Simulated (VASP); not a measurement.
# Ta2F (P4/nmm) in VASP: single point with PBE

Aim: the single point of Ta2F with PBE.

Program: VASP 6.6.1. These are calculated values, not measurements. Logs are shortened: lines on timing, memory, paths and dates and some standing lists are left out, and cuts for length are marked.

## Step 1: The cell of the first run

Symmetry: P4/nmm, No. 129, tetragonal system. The conventional cell has a = 3.291 Å, b = 3.291 Å, c = 8.596 Å, α = 90.00°, β = 90.00°, γ = 90.00°. Within 2.9 Å of Ta (site symmetry 4mm) lie 5 F at 2.08 to 2.78 Å and 4 Ta at 2.88 Å. Within 3.7 Å of Ta (site symmetry 4mm) lie 13 Ta at 2.83 to 3.31 Å and 1 F at 3.21 Å. Within 2.8 Å of F (site symmetry 4mm) lie 5 Ta at 2.08 to 2.78 Å and 4 F at 2.40 Å.

## Step 2: Single point, PBE

The input, INCAR:

```
ALGO = Normal ; EDIFF = 1E-6
ENCUT = 600 ; GGA = PE
GGA_COMPAT = False ; ISIF = 2
ISMEAR = 0 ; LASPH = True
LCHARG = False ; LREAL = False
LWAVE = False ; NBANDS = 42
NELM = 120 ; PREC = Accurate
SIGMA = 0.2
```

The input, KPOINTS:

```
k-points
0
Gamma
  5 5 2
```

The input, POSCAR:

```
Ta2F
1.0
    3.2911449221      0.0000000000      0.0000000000
    0.0000000000      3.2911449221      0.0000000000
    0.0000000000      0.0000000000      8.5958271279
Ta F
4 2
Direct
    0.5000000000      0.0000000000      0.7092120881
    0.0000000000      0.5000000000      0.9060652495
    0.0000000000      0.5000000000      0.2907879119
    0.5000000000      0.0000000000      0.0939347505
    0.0000000000      0.5000000000      0.5329746962
    0.5000000000      0.0000000000      0.4670253038
```

Potentials or basis: VASP PAW PBE potentials, release 64 (Ta_sv_GW, F).

The run is started by

```console
$ cat potpaw_PBE.64/Ta_sv_GW/POTCAR potpaw_PBE.64/F/POTCAR > POTCAR
$ mpirun -np 1 vasp_std > vasp.out
```

OUTCAR:

```text
EDIFF = 1E-6
   ENCUT = 600
   GGA = PE
   ISIF = 2
   ISMEAR = 0
   LASPH = True
   LREAL = False
   NELM = 120
   PREC = Accurate

 ion  position               nearest neighbor table
   1  0.500  0.000  0.709-   6 2.08   2 2.88   2 2.88   2 2.88   2 2.88
   2  0.000  0.500  0.906-   4 2.83   4 2.83   4 2.83   4 2.83   1 2.88   1 2.88   1 2.88   1 2.88

   3  0.000  0.500  0.291-   5 2.08   4 2.88   4 2.88   4 2.88   4 2.88
   4  0.500  0.000  0.094-   2 2.83   2 2.83   2 2.83   2 2.83   3 2.88   3 2.88   3 2.88   3 2.88

   5  0.000  0.500  0.533-   3 2.08
   6  0.500  0.000  0.467-   1 2.08

  LATTYP: Found a simple tetragonal cell.
 ALAT       =     3.2911449221
 C/A-ratio  =     2.6118045031

  Lattice vectors:

 A1 = (   3.2911449221,   0.0000000000,   0.0000000000)
 A2 = (   0.0000000000,   3.2911449221,   0.0000000000)
 A3 = (   0.0000000000,   0.0000000000,   8.5958271279)

Analysis of symmetry for initial positions (statically):
=====================================================================
 Subroutine PRICEL returns:
 Original cell was already a primitive cell.

 Routine SETGRP: Setting up the symmetry group for a
 simple tetragonal supercell.

 Subroutine GETGRP returns: Found 16 space group operations
 (whereof  8 operations were pure point group operations)
 out of a pool of 16 trial point group operations.

The static configuration has the point symmetry D_2d.
 The point group associated with its full space group is D_4h.

Analysis of symmetry for dynamics (positions and initial velocities):
=====================================================================
 Subroutine PRICEL returns:
 Original cell was already a primitive cell.

 Routine SETGRP: Setting up the symmetry group for a
 simple tetragonal supercell.

 Subroutine GETGRP returns: Found 16 space group operations
 (whereof  8 operations were pure point group operations)
 out of a pool of 16 trial point group operations.

The dynamic configuration has the point symmetry D_2d.
 The point group associated with its full space group is D_4h.

 Subroutine INISYM returns: Found 16 space group operations
 (whereof  8 operations are pure point group operations),
 and found     1 'primitive' translations

----------------------------------------------------------------------------------------

                                     Primitive cell

  volume of cell :      93.1069

  direct lattice vectors                    reciprocal lattice vectors
     3.291144922  0.000000000  0.000000000     0.303845629  0.000000000  0.000000000
     0.000000000  3.291144922  0.000000000     0.000000000  0.303845629  0.000000000
     0.000000000  0.000000000  8.595827128     0.000000000  0.000000000  0.116335518

  length of vectors
     3.291144922  3.291144922  8.595827128     0.303845629  0.303845629  0.116335518

  position of ions in fractional coordinates (direct lattice)
     0.500000000  0.000000000  0.709212088
     0.000000000  0.500000000  0.906065250
     0.000000000  0.500000000  0.290787912
     0.500000000  0.000000000  0.093934750
     0.000000000  0.500000000  0.532974696
     0.500000000  0.000000000  0.467025304

  ion indices of the primitive-cell ions
   primitive index   ion index
                 1           1
                 2           2
                 3           3
                 4           4
                 5           5
                 6           6

----------------------------------------------------------------------------------------

 KPOINTS: k-points

Automatic generation of k-mesh.
 Grid dimensions read from file:
 generate k-points for:    5    5    2

 Generating k-lattice:

  Cartesian coordinates                     Fractional coordinates (reciprocal lattice)
     0.060769126  0.000000000  0.000000000     0.200000000  0.000000000  0.000000000
     0.000000000  0.060769126  0.000000000     0.000000000  0.200000000  0.000000000
     0.000000000  0.000000000  0.058167759     0.000000000  0.000000000  0.500000000

  Length of vectors
     0.060769126  0.060769126  0.058167759

  Shift w.r.t. Gamma in fractional coordinates (k-lattice)
     0.000000000  0.000000000  0.000000000

 Subroutine IBZKPT returns following result:
 ===========================================

 Found     12 irreducible k-points:

 Following reciprocal coordinates:
            Coordinates               Weight
  0.000000  0.000000  0.000000      1.000000
  0.200000  0.000000  0.000000      4.000000
  0.400000  0.000000  0.000000      4.000000
  0.200000  0.200000  0.000000      4.000000
  0.400000  0.200000  0.000000      8.000000
  0.400000  0.400000  0.000000      4.000000
  0.000000  0.000000  0.500000      1.000000
  0.200000  0.000000  0.500000      4.000000
  0.400000  0.000000  0.500000      4.000000
  0.200000  0.200000  0.500000      4.000000
  0.400000  0.200000  0.500000      8.000000
  0.400000  0.400000  0.500000      4.000000
   k-points           NKPTS =     12   k-points in BZ     NKDIM =     12   number of bands    NBANDS=     42
   number of dos      NEDOS =    301   number of ions     NIONS =      6
   total plane-waves  NPLWV =  54880
   dimension x,y,z NGX =    28 NGY =   28 NGZ =   70
   dimension x,y,z NGXF=    56 NGYF=   56 NGZF=  140
   ions per type =               4   2
   NGX,Y,Z   is equivalent  to a cutoff of  14.14, 14.14, 13.54 a.u.
   NGXF,Y,Z  is equivalent  to a cutoff of  28.29, 28.29, 27.08 a.u.
 SYSTEM =  unknown system
   PREC   = accura    normal or accurate (medium, high low for compatibility)
   ISTART =      0    job   : 0-new  1-cont  2-samecut
   ICHARG =      2    charge: 1-file 2-atom 10-const
   ISPIN  =      1    spin polarized calculation?
   LNONCOLLINEAR =      F non collinear calculations
   LSORBIT =      F    spin-orbit coupling
   LASPH  =      T    aspherical Exc in radial PAW
   ENCUT  =  600.0 eV  44.10 Ry    6.64 a.u.   6.57  6.57 17.17*2*pi/ulx,y,z
   NELM   =    120;   NELMIN=  2; NELMDL= -5     # of ELM steps
   EDIFF  = 0.1E-05   stopping-criterion for ELM
   LREAL  =      F    real-space projection
   EDIFFG = 0.1E-04   stopping-criterion for IOM
   NSW    =      0    number of steps for IOM
   IBRION =     -1    ionic relax: 0-MD 1-quasi-New 2-CG
   NFREE  =      0    steps in history (QN), initial steepest desc. (CG)
   ISIF   =      2    stress and relaxation
   ISYM   =      2    0-nonsym 1-usesym 2-fastsym
   POTIM  = 0.5000    time-step for ionic-motion
   TEBEG  =    0.0;   TEEND  =   0.0 temperature during run
   PSTRESS=    0.0 pullay stress
   NELECT =      66.0000    total number of electrons
   NUPDOWN=      -1.0000    fix difference up-down
   EMIN   =  10.00;   EMAX   =-10.00  energy-range for DOS
   EFERMI =   0.00;   METHOD = LEGACY
   ISMEAR =     0;   SIGMA  =   0.20  broadening in eV -4-tet -1-fermi 0-gaus
   EFERMI_NEDOS =   21; number of points for ismear=-14 and -15
   IALGO  =     38    algorithm
   IMIX   =      4    mixing-type and parameters
     AMIX     =   0.40;   BMIX     =  1.00
     AMIX_MAG =   1.60;   BMIX_MAG =  1.00
  volume/ion in A,a.u.               =      15.52       104.72
  Fermi-wavevector in a.u.,A,eV,Ry     =   1.459695  2.758424 28.990080  2.130711
  Thomas-Fermi vector in A             =   2.576232
   LORBIT       =      0    0 simple, 1 ext, 2 COOP (PROOUT), +10 PAW based schemes
   GGA     = PE    functional components
   LHFCALC =     F    Hartree Fock is set to
   AEXX    =    0.0000 exact exchange contribution
   IVDW    =     0    specifies the selected vdW correction
   LEPSILON=     F    determine dielectric tensor
   LRPA    =     F    only Hartree local field effects (RPA)
 non-spin polarized calculation
 Gauss-broadening in eV      SIGMA  =   0.20
  energy-cutoff  :      600.00
  volume of cell :       93.11
 maximum number of plane-waves:      3138
 NGX is ok and might be reduce to    28
   NGX = 13   NGY = 13   NGZ = 35

 number of electron      66.0000033 magnetization

 Free energy of the ion-electron system (eV)
  ---------------------------------------------------
  ext. energy  EPLUGINS =         0.00000000
  ---------------------------------------------------
  free energy    TOTEN  =       -65.46678838 eV

  energy without entropy =      -65.39897345  energy(sigma->0) =      -65.43288091

 E-fermi :   9.1154     XC(G=0): -12.3138

 val. band max:        9.0829602843   @ k =   0.4000   0.0000   0.5000
 cond. band min:       9.2972074468   @ k =   0.2000   0.2000   0.0000
 fundamental gap:      0.2142471625
 Fermi energy:         9.1154041032

 k-point     1 :       0.0000    0.0000    0.0000
  band No.  band energies     occupation
      1     -59.6357      2.00000
      2     -59.6350      2.00000
      3     -58.1014      2.00000
      4     -57.9889      2.00000
      5     -26.2012      2.00000
      6     -26.1682      2.00000
[... 34 lines left out ...]
     41      12.5170      0.00000
     42      13.2330      0.00000

 k-point     2 :       0.2000    0.0000    0.0000
  band No.  band energies     occupation
      1     -59.6326      2.00000
      2     -59.6321      2.00000
      3     -58.0884      2.00000
      4     -57.9974      2.00000
      5     -26.1937      2.00000
      6     -26.1768      2.00000
[... 34 lines left out ...]
     41      12.1487      0.00000
     42      12.2585      0.00000

 k-point     3 :       0.4000    0.0000    0.0000
  band No.  band energies     occupation
      1     -59.6275      2.00000
      2     -59.6273      2.00000
      3     -58.0566      2.00000
      4     -58.0218      2.00000
      5     -26.1950      2.00000
      6     -26.1942      2.00000
[... 357 lines left out ...]
      4     -58.0223      2.00000
      5     -26.1795      2.00000
      6     -26.1598      2.00000
[... 34 lines left out ...]
     41      12.9471      0.00000
     42      13.4600      0.00000

 k-point    12 :       0.4000    0.4000    0.5000
  band No.  band energies     occupation
      1     -59.6206      2.00000
      2     -59.6206      2.00000
      3     -58.0373      2.00000
      4     -58.0266      2.00000
      5     -26.1417      2.00000
      6     -26.1404      2.00000
[... 34 lines left out ...]
     41      13.4516      0.00000
     42      13.7379      0.00000

------------------------ aborting loop because EDIFF is reached ----------------------------------------

  FORCE on cell =-STRESS in cart. coord.  units (eV):
  Direction    XX          YY          ZZ          XY          YZ          ZX
  --------------------------------------------------------------------------------------
  -------------------------------------------------------------------------------------
  Total       -0.1363625     -0.1363625     -0.1003036      0.0000000     -0.0000000      0.0000000
  in kB       -2.3465175     -2.3465175     -1.7260182      0.0000000     -0.0000000      0.0000000
  external PRESSURE =      -2.1396844 kB  Pullay stress =       0.0000000 kB

 VOLUME and BASIS-vectors are now :
 -----------------------------------------------------------------------------
  energy-cutoff  :      600.00
  volume of cell :       93.11
      direct lattice vectors                 reciprocal lattice vectors
     3.291144922  0.000000000  0.000000000     0.303845629  0.000000000  0.000000000
     0.000000000  3.291144922  0.000000000     0.000000000  0.303845629  0.000000000
     0.000000000  0.000000000  8.595827128     0.000000000  0.000000000  0.116335518

 POSITION                                       TOTAL-FORCE (eV/Angst)
 -----------------------------------------------------------------------------------
      1.64557      0.00000      6.09626         0.000000      0.000000      0.052988
      0.00000      1.64557      7.78838         0.000000      0.000000     -0.029751
      0.00000      1.64557      2.49956         0.000000      0.000000     -0.052988
      1.64557      0.00000      0.80745         0.000000     -0.000000      0.029751
      0.00000      1.64557      4.58136         0.000000      0.000000      0.031252
      1.64557      0.00000      4.01447         0.000000      0.000000     -0.031252
 -----------------------------------------------------------------------------------
    total drift:                                0.000000      0.000000      0.000000

  FREE ENERGIE OF THE ION-ELECTRON SYSTEM (eV)
  ---------------------------------------------------
  free  energy   TOTEN  =       -65.4667883779 eV

  energy  without entropy=      -65.3989734499  energy(sigma->0) =      -65.43288091
```

Run time: 48 s. Hardware: 1 thread of Intel Xeon 6975P-C (Granite Rapids), shared host; peak memory 0.24 GiB.

What came out:

| Item | Value |
| --- | --- |
| Free energy | -65.4668 eV |
| Pressure | -0.2 GPa |
| Largest force | 0.053 eV/Å |
| Band gap on the k mesh | zero (bands 33 and 34 overlap by 1.12 eV) |

Forces in eV/Å, atoms in the order of the input:
```
Ta   0.000  0.000  0.053
Ta   0.000  0.000 -0.030
Ta   0.000  0.000 -0.053
Ta   0.000  0.000  0.030
F    0.000  0.000  0.031
F    0.000  0.000 -0.031
```

Caveat: the k points lie up to 0.38 Å⁻¹ apart, too coarse for converged energies and pressures of a metal; spin-orbit coupling is left out, which moves the levels of the heavy elements.

The gap in the log of VASP goes by the Fermi energy; the results here count the filled bands.